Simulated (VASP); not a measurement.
A run of VASP 6.6.1 is set up as follows.

INCAR

```
  ALGO = Fast
  EDIFF = 1E-7
  ENCUT = 520
  GGA = PE
  ISIF = 2
  ISMEAR = 0
  LASPH = True
  LCHARG = True
  LELF = True
  LREAL = False
  LVHAR = True
  LWAVE = False
  NBANDS = 33
  NELM = 100
  PREC = Accurate
  SIGMA = 0.1
```

File KPOINTS:

```
k-points
0
Gamma
  4 4 4
```

File POSCAR:

```
Sc3SbP2
1.0
    3.9119905017      0.0000000000      0.0000000000
    0.0000000000      3.9119905017      0.0000000000
    0.0000000000      0.0000000000      7.7750231157
Sc Sb P
3 1 2
Direct
    0.0000000000      0.0000000000      0.0000000000
    0.5000000000      0.0000000000      0.6457136689
    0.0000000000      0.5000000000      0.3542863311
    0.5000000000      0.5000000000      0.0000000000
    0.5000000000      0.0000000000      0.3112880041
    0.0000000000      0.5000000000      0.6887119959
```

Potentials or basis: VASP PAW PBE potentials, release 64 (Sc_sv, Sb, P).

Command:

```bash
$ cat potpaw_PBE.64/Sc_sv/POTCAR potpaw_PBE.64/Sb/POTCAR potpaw_PBE.64/P/POTCAR > POTCAR
$ mpirun -np 1 vasp_std > vasp.out
```

**Question.** Predict the pressure.

**Answer.** 0.1 GPa.

**Question.** Predict the band gap on the k mesh.

**Answer.** Zero (bands 24 and 25 overlap by 0.91 eV).

**Question.** Predict the largest force.

**Answer.** 0.024 eV/Å.

Forces on the atoms (eV/Å):
```
Sc   0.000  0.000  0.000
Sc   0.000  0.000  0.005
Sc   0.000  0.000 -0.005
Sb   0.000  0.000  0.000
P    0.000  0.000 -0.024
P    0.000  0.000  0.024
```

Caveat: the k points lie up to 0.40 Å⁻¹ apart, too coarse for converged energies and pressures of a metal; spin-orbit coupling is left out, which moves the levels of the heavy elements.
